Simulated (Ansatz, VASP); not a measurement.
Two plane-wave programs on Tl

```
Tl
1.0
     3.49056    0.00000    0.00000
    -1.74528    3.02291    0.00000
     0.00000    0.00000    5.52500
Tl
2
Direct
  0.66667 0.33333 0.75000
  0.33333 0.66667 0.25000
```

Alike in both runs: task single point; functional PBE; k mesh 7 × 7 × 4; occupations fermi-dirac, width 0.05 eV; no spin polarisation.

|  | VASP | Ansatz |
| --- | --- | --- |
| version | VASP 6.6.1 | Ansatz 0.2.0 |
| potentials or method | VASP PAW PBE potentials, release 64 (Tl_d) | Ansatz PAW |
| plane-wave cutoff (eV) | 520 | 420 |
| valence electrons in the cell | 26 | 26 |

VASP gave:

| Item | Value |
| --- | --- |
| gap on the k mesh at the Fermi level (eV) | none |
| pressure (GPa) | 2.5 |
| traceless stress, the component that is largest in VASP (GPa) | 0.55 |

Q: Estimate Ansatz's values.

A: gap on the k mesh at the Fermi level (eV): none; pressure (GPa): 2.5; traceless stress, the component that is largest in VASP (GPa): 0.56.

A gap of «none» marks a metal or a gap that the smearing closes.

Neither program's run includes spin-orbit coupling.
